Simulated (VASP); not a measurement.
Write the native input for VASP 6.6.1 that does the following.

| Quantity | Value |
| --- | --- |
| Task | relaxation of cell and atoms |
| Functional | PBE |
| Potentials or basis | VASP PAW PBE potentials, release 64 (Si, C) |
| Cutoff | 600 eV |
| k mesh | 4 × 4 × 4 |
| Occupations | gaussian, width 0.1 eV |
| Spin | no spin polarisation |
| Dipole correction | no |
| Further INCAR settings | ALGO = Normal; EDIFF = 1e-06; IBRION = 2; EDIFFG = -0.04; NSW = 90; ISIF = 3 |

The structure of Si3C4 lies in POSCAR:

```
Si3C4
1.0
    4.6881021300      0.0000000000      0.0000000000
    0.0000000000      4.6881021300      0.0000000000
    0.0000000000      0.0000000000      4.6881021300
Si C
3 4
Direct
    0.0000000000      0.0000000000      0.5000000000
    0.5000000000      0.0000000000      0.0000000000
    0.0000000000      0.5000000000      0.0000000000
    0.7206873300      0.7206873300      0.7206873300
    0.2793126700      0.2793126700      0.7206873300
    0.2793126700      0.7206873300      0.2793126700
    0.7206873300      0.2793126700      0.2793126700
```

One way to write it, as run:

INCAR

```
SYSTEM = Si3C4
  ALGO = Normal
  EDIFF = 1E-6
  EDIFFG = -0.04
  ENCUT = 600
  GGA = PE
  IBRION = 2
  ISIF = 3
  ISMEAR = 0
  LASPH = .True.
  LCHARG = .False.
  LREAL = .False.
  LWAVE = .False.
  NELM = 60
  NSW = 90
  PREC = Accurate
  SIGMA = 0.1
```

KPOINTS

```
k-points
0
Gamma
  4 4 4
  0 0 0
```

Potentials or basis: VASP PAW PBE potentials, release 64 (Si, C).

Launch:

```bash
$ cat potpaw_PBE.64/Si/POTCAR potpaw_PBE.64/C/POTCAR > POTCAR
$ mpirun -np 1 vasp_std > vasp.out
```

It gave:

```
Relaxed volume                         : 12.32 Å³/atom
Relaxed cell                           : a = 4.418 Å, b = 4.418 Å, c = 4.418 Å, α = 90.00°, β = 90.00°, γ = 90.00°
Space group after relaxing (to 0.05 Å) : P-43m (No. 215)
Energy gained by relaxing              : 851.3 meV/atom
Ionic steps                            : 11
Pressure after relaxing                : 0.0 GPa
Largest force after relaxing           : 0.034 eV/Å
Band gap on the k mesh                 : zero (band 14 reaches 6.48 eV, above the bottom of band 15 at 5.98 eV)
```

Caveat: the volume moved by over 15 % at a fixed basis, so the end points are rough.

Wall time 2.4 min on 1 thread of Intel(R) Xeon(R) Platinum 8259CL CPU @ 2.50GHz (Skylake/Cascade Lake) (shared host), peak memory 0.24 GiB.
